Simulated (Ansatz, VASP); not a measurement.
CdS in VASP and in Ansatz

Contents of POSCAR:

```
CdS
1.0
    0.0000000000      2.9392148430      2.9392148430
    2.9392148430      0.0000000000      2.9392148430
    2.9392148430      2.9392148430      0.0000000000
Cd S
1 1
Direct
    0.0000000000      0.0000000000      0.0000000000
    0.2500000000      0.2500000000      0.2500000000
```

The input INCAR.step1:

```
  PREC = Accurate
  ENCUT = 520
  EDIFF = 1E-5
  ISMEAR = 0
  SIGMA = 0.01
  LREAL = F
  LASPH = T
  NELM = 100
  ALGO = Normal
  ISIF = 2
  LWAVE = T
  LCHARG = F
  GGA = PE
  NBANDS = 16
```

INCAR.step2

```
  PREC = Accurate
  ENCUT = 520
  EDIFF = 1E-7
  ISMEAR = 0
  SIGMA = 0.01
  LREAL = F
  LASPH = T
  NELM = 100
  ALGO = Normal
  ISIF = 2
  LWAVE = F
  LCHARG = F
  GGA = PE
  LHFCALC = T
  HFSCREEN = 0.2079
  PRECFOCK = Normal
  ISTART = 1
  NBANDS = 16
```

Contents of KPOINTS:

```
regular mesh
0
Gamma
  6 6 6
```

Input for Ansatz:

```yaml
crystal:
  lattice:
    - [0.0, 2.939214843, 2.939214843]
    - [2.939214843, 0.0, 2.939214843]
    - [2.939214843, 2.939214843, 0.0]
  atoms:
    - { symbol: Cd, position: [0.0, 0.0, 0.0] }
    - { symbol: S, position: [0.25, 0.25, 0.25] }
kpoints:
  mp_grid: { grid: [6, 6, 6] }
  band_path:
    path:
      - [0.0, 0.0, 0.0]
      - [-0.5, -0.5, 0.0]
      - [-0.375, -0.375, 0.25]
      - [-0.375, 0.0, 0.375]
      - [0.0, 0.0, 0.5]
      - [-0.5, -0.25, 0.25]
    npoints: 1
hamiltonian:
  xc: hse06
scf:
  occupations: { method: fixed }
  n_extra_bands: 4
output:
  forces: true
  stress: true
  eigenvalues: true
  write_density: true
  write_potential: true
  elf: true
  volumetric_format: npy
```

Alike in both runs: task single point; functional HSE06; k mesh 6 × 6 × 6; no spin polarisation.

|  | VASP | Ansatz |
| --- | --- | --- |
| version | VASP 6.6.1 | Ansatz 0.2.0 |
| potentials or method | VASP PAW PBE potentials, release 64 (Cd, S) | plane waves, PAW |
| plane-wave cutoff (eV) | 520 | 420 |
| occupations | gaussian, width 0.01 eV | fixed |
| valence electrons in the cell | 18 | 26 |

|  | VASP | Ansatz | Ansatz less VASP |
| --- | --- | --- | --- |
| gap on the k mesh at the Fermi level (eV) | 2.11 | 2.11 | -0.004 |
| pressure (GPa) | 0.5 | 0.2 | -0.29 |

VASP's potentials hold 18 valence electrons a cell and Ansatz's 26, so a difference there can come from the potentials and not from the codes. Ansatz's warnings: stress exchange threshold loose, stress scf threshold loose.
